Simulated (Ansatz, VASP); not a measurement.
One calculation of La, two programs

```
CELL_PARAMETERS angstrom
3.72483 0.00000 0.00000
-1.86242 3.22580 0.00000
0.00000 0.00000 6.02926
ATOMIC_POSITIONS crystal
La 0.33333 0.66667 0.25000
La 0.66667 0.33333 0.75000
```

Change from the starting cell: volume scaled by 0.98.

Alike in both runs: task single point; functional LDA; k mesh 11 × 11 × 6; occupations fermi-dirac, width 0.05 eV; no spin polarisation.

|  | VASP | Ansatz |
| --- | --- | --- |
| version | VASP 6.6.1 | Ansatz 0.2.0 |
| potentials or method | VASP PAW LDA potentials, release 64 (La), cutoff 520 eV | all-electron LAPW, scalar-relativistic |

```tsv
	VASP	Ansatz	Ansatz less VASP
pressure (GPa)	-2.7	-2.6	+0.09
```

LDA's correlation is that of Perdew and Zunger in VASP and of Perdew and Wang (1992) in Ansatz. Ansatz ran all-electron here, and VASP with PAW potentials.

Spin-orbit coupling is off throughout.
